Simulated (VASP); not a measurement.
Set up this calculation in VASP 6.6.1, as the native input.

```yaml
Task: single point
Functional: PBE
Potentials_or_basis: VASP PAW PBE potentials, release 64 (Pb_d, Se)
Cutoff: 520 eV
k_mesh: 7 × 7 × 7
Occupations: gaussian, width 0.015 eV
Spin: no spin polarisation
Dipole_correction: no
Further_INCAR_settings: ALGO = Normal; EDIFF = 1e-06; NBANDS = 17
```

The structure of PbSe lies in POSCAR:

```
PbSe
1.0
    3.7843220000      0.0000000000      0.0000000000
    0.0000000000      3.7843220000      0.0000000000
    0.0000000000      0.0000000000      3.7843220000
Pb Se
1 1
Direct
    0.0000000000      0.0000000000      0.0000000000
    0.5000000000      0.5000000000      0.5000000000
```

These files were run (other wordings do the same):

INCAR

```
PREC     = Accurate       # precision mode
ENCUT    = 520            # plane-wave cutoff, eV
EDIFF    = 1E-6           # SCF threshold, eV
ISMEAR   = 0              # smearing method
SIGMA    = 0.015          # smearing width, eV
LREAL    = F              # projectors in reciprocal space
LASPH    = T              # aspherical terms in the spheres
NELM     = 80             # most SCF steps
ALGO     = Normal         # electronic algorithm
ISIF     = 2              # what is computed and relaxed
LWAVE    = F              # write WAVECAR
LCHARG   = F              # write CHGCAR
GGA      = PE             # functional
NBANDS   = 17             # bands
```

KPOINTS

```
regular mesh
0
Gamma
  7 7 7
```

Potentials or basis: VASP PAW PBE potentials, release 64 (Pb_d, Se).

The run is started by

```sh
$ cat potpaw_PBE.64/Pb_d/POTCAR potpaw_PBE.64/Se/POTCAR > POTCAR
$ mpirun -np 1 vasp_std > vasp.out
```

Results of the run:

* Pressure: -0.2 GPa
* Band gap on the k mesh: zero (band 10 reaches 5.29 eV, above the bottom of band 11 at 5.19 eV)

Caveat: spin-orbit coupling is left out, which moves the levels of the heavy elements.

Run time: 8.2 s on 1 thread of Intel(R) Xeon(R) Platinum 8559C (Emerald Rapids), on a shared host, peak memory 0.16 GiB.
